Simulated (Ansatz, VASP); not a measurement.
# One calculation of Al2RuCN2, two programs

```xyz
6
Lattice="3.2451 0.0000 0.0000 0.0000 3.2451 0.0000 0.0000 0.0000 5.7000" Properties=species:S:1:pos:R:3 pbc="T T T"
Al    1.6226    1.6226    4.2927
Al    1.6226    1.6226    1.4073
Ru    0.0000    0.0000    0.0000
C     0.0000    0.0000    2.8500
N     0.0000    1.6226    2.8500
N     1.6226    0.0000    2.8500
```

Change from the starting cell: species swapped into the Sr2CoSeO2 type (P4/mmm, No. 123).

Alike in both runs: task relaxation of cell and atoms; functional PBE; k mesh 12 × 12 × 8; occupations gaussian, width 0.1 eV; no spin polarisation.

|  | VASP | Ansatz |
| --- | --- | --- |
| version | VASP 6.6.1 | Ansatz 0.2.0 |
| potentials or method | VASP PAW PBE potentials, release 64 (Al, Ru_pv, C, N), cutoff 600 eV | scalar-relativistic, plane waves, PAW |
| valence electrons in the cell | 34 | 36 |

```tsv
	VASP	Ansatz	Ansatz less VASP
gap on the k mesh at the Fermi level, each at its own relaxed structure (eV)	none	none	-
relaxed volume (Å³/atom)	10.01	10.02	+0.014
relaxed length of the cell vector where the two differ most in proportion (Å)	5.502	5.506	+0.0042
```

A gap of «none» marks a metal or a gap that the smearing closes. VASP's potentials hold 34 valence electrons a cell and Ansatz's 36, so a difference there can come from the potentials and not from the codes.
